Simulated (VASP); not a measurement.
Set up this calculation in VASP 6.6.1, as the native input.

```
Task                   : single point
Functional             : PBE
Potentials or basis    : VASP PAW PBE potentials, release 64 (In_d, P, N)
Cutoff                 : 520 eV
k mesh                 : 6 × 6 × 2
Occupations            : gaussian, width 0.1 eV
Spin                   : no spin polarisation
Dipole correction      : no
Further INCAR settings : ALGO = Normal; EDIFF = 1e-06; NBANDS = 28
```

The structure of InP2N3 lies in POSCAR:

```
InP2N3
1.0
    3.3362351012     -1.5658298283      0.4004912837
    3.3362351012      1.5658298283      0.4004912837
    1.0868627153      0.0000000000      7.7403195925
In P N
1 2 3
Direct
    0.5000000000      0.5000000000      0.5000000000
    0.0454257457      0.0454257457      0.1529293735
    0.9545742543      0.9545742543      0.8470706265
    0.5000000000      0.5000000000      0.0000000000
    0.1257392086      0.1257392086      0.6568715997
    0.8742607914      0.8742607914      0.3431284003
```

These files were run (other wordings do the same):

INCAR

```
SYSTEM = InP2N3
ALGO = Normal ; EDIFF = 1E-6
ENCUT = 520 ; GGA = PE
ISIF = 2 ; ISMEAR = 0
LASPH = .True. ; LCHARG = .False.
LREAL = .False. ; LWAVE = .False.
NBANDS = 28 ; NELM = 60
PREC = Accurate ; SIGMA = 0.1
```

KPOINTS

```
k-points
0
Gamma
  6 6 2
  0 0 0
```

Potentials or basis: VASP PAW PBE potentials, release 64 (In_d, P, N).

Run with:

```console
$ cat potpaw_PBE.64/In_d/POTCAR potpaw_PBE.64/P/POTCAR potpaw_PBE.64/N/POTCAR > POTCAR
$ mpirun -np 1 vasp_std > vasp.out
```

Results of the run:

The pressure is -0.1 GPa and the largest force is 0.121 eV/Å. The band gap on the k mesh is zero (band 19 reaches 7.54 eV, above the bottom of band 20 at 6.58 eV).

Caveat: the k points lie up to 0.42 Å⁻¹ apart; spin-orbit coupling is left out, which moves the levels of the heavy elements.

Wall time 52 s on 1 thread of Intel(R) Xeon(R) Platinum 8375C CPU @ 2.90GHz (Ice Lake) (shared host), peak memory 0.23 GiB.
